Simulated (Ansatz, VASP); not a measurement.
# Two plane-wave programs on CoO

```
Co O
1.0
     2.98153    0.00000    0.00000
    -1.49076    2.58208    0.00000
     0.00000    0.00000   10.42190
Co O
4 4
Cartesian
  0.0000 0.0000 0.0000
  0.0000 0.0000 2.6055
  0.0000 0.0000 5.2110
  0.0000 0.0000 7.8164
  0.0000 1.7214 1.3027
  1.4908 0.8607 3.9082
  0.0000 1.7214 6.5137
  1.4908 0.8607 9.1192
```

Alike in both runs: task single point; functional PBE; k mesh 12 × 12 × 3; occupations gaussian, width 0.05 eV; collinear spin; Hubbard terms Co d U = 3.3 eV.

|  | VASP | Ansatz |
| --- | --- | --- |
| version | VASP 6.6.1 | Ansatz 0.2.0 |
| potentials or method | VASP PAW PBE potentials, release 64 (Co, O), cutoff 520 eV | scalar-relativistic, plane waves, PAW |
| valence electrons in the cell | 60 | 92 |

Ansatz gave:

- gap on the k mesh at the Fermi level (eV): 1.23
- least direct gap on the mesh (eV): 1.26
- pressure (GPa): 1.2
- rms of the force components (eV/Å): 0.104
- net moment per atom (μB): 0.00
- size of the moment on the site where the two differ most (μB): 2.55

Which values does VASP return?

gap on the k mesh at the Fermi level (eV): 1.20; least direct gap on the mesh (eV): 1.28; pressure (GPa): -2.1; rms of the force components (eV/Å): 0.094; net moment per atom (μB): 0.00; size of the moment on the site where the two differ most (μB): 2.67.

Site moments also hang on the region over which each program counts them. The programs project onto different local orbitals, so the same U acts differently, and such runs can settle in different states. VASP's potentials hold 60 valence electrons a cell and Ansatz's 92, so a difference there can come from the potentials and not from the codes. Ansatz's warnings: saved state not lowest, stability check not made, structure snapped to symmetry.
